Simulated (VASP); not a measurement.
A run of VASP 6.6.1 is set up as follows.

Contents of INCAR:

```
SYSTEM = MgS
ALGO = Normal
EDIFF = 1E-6
EDIFFG = -0.005
ENCUT = 600
GGA = PE
IBRION = 2
ISIF = 3
ISMEAR = -1
LASPH = .True.
LCHARG = .False.
LREAL = .False.
LWAVE = .False.
NELM = 100
NSW = 80
PREC = Accurate
SIGMA = 0.02
```

Contents of KPOINTS:

```
k-points
0
Gamma
  6 6 4
  0 0 0
```

POSCAR

```
MgS
1.0
    4.0592149949      0.0000000000      0.0000000000
   -2.0296074974      3.5153833050      0.0000000000
    0.0000000000      0.0000000000      5.0737491000
Mg S
2 2
Direct
    0.3333333333      0.6666666667      0.2500000000
    0.6666666667      0.3333333333      0.7500000000
    0.6666666667      0.3333333333      0.2500000000
    0.3333333333      0.6666666667      0.7500000000
```

Potentials or basis: VASP PAW PBE potentials, release 64 (Mg, S).

Command:

```bash
$ cat potpaw_PBE.64/Mg/POTCAR potpaw_PBE.64/S/POTCAR > POTCAR
$ mpirun -np 1 vasp_std > vasp.out
```

Estimate the relaxed volume.

21.42 Å³/atom.

Estimate the space group after relaxing (to 0.05 Å).

P6_3/mmc (No. 194).

The path:
```csv
step,energy change (eV),largest force (eV/Å),pressure (GPa),volume (Å³)
1,0.0000,0.0000,14.45,72.40
2,-0.4720,0.0000,-3.16,90.88
3,-0.5258,0.0000,0.08,85.58
4,-0.5258,0.0000,-0.12,85.86
5,-0.5258,0.0000,0.02,85.67
6,-0.5258,0.0000,0.02,85.66
7,-0.5259,0.0000,0.01,85.67
```

Caveat: the volume moved by over 15 % at a fixed basis, so the end points are rough.
